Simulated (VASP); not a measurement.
A run of VASP 6.6.1 is set up as follows.

File INCAR:

```
PREC = Accurate
ENCUT = 500
EDIFF = 1E-6
ISMEAR = -1
SIGMA = 0.08
LREAL = False
LASPH = True
NELM = 120
ALGO = Normal
ISIF = 2
LWAVE = False
LCHARG = False
GGA = PS
NBANDS = 14
GGA_COMPAT = False
```

The input KPOINTS:

```
Automatic mesh
0
Gamma
  18 18 18
```

The input POSCAR:

```
Rh
1.0
    0.0000000000      1.8904322110      1.8904322110
    1.8904322110      0.0000000000      1.8904322110
    1.8904322110      1.8904322110      0.0000000000
Rh
1
Direct
    0.0000000000      0.0000000000      0.0000000000
```

Potentials or basis: VASP PAW PBE potentials, release 64 (Rh_pv).

Launch:

```console
$ cat potpaw_PBE.64/Rh_pv/POTCAR > POTCAR
$ mpirun -np 1 vasp_std > vasp.out
```

Q: Predict the pressure.

A: 0.0 GPa.

Caveat: the PAW data sets were made with another functional, which shifts forces and pressure a little.
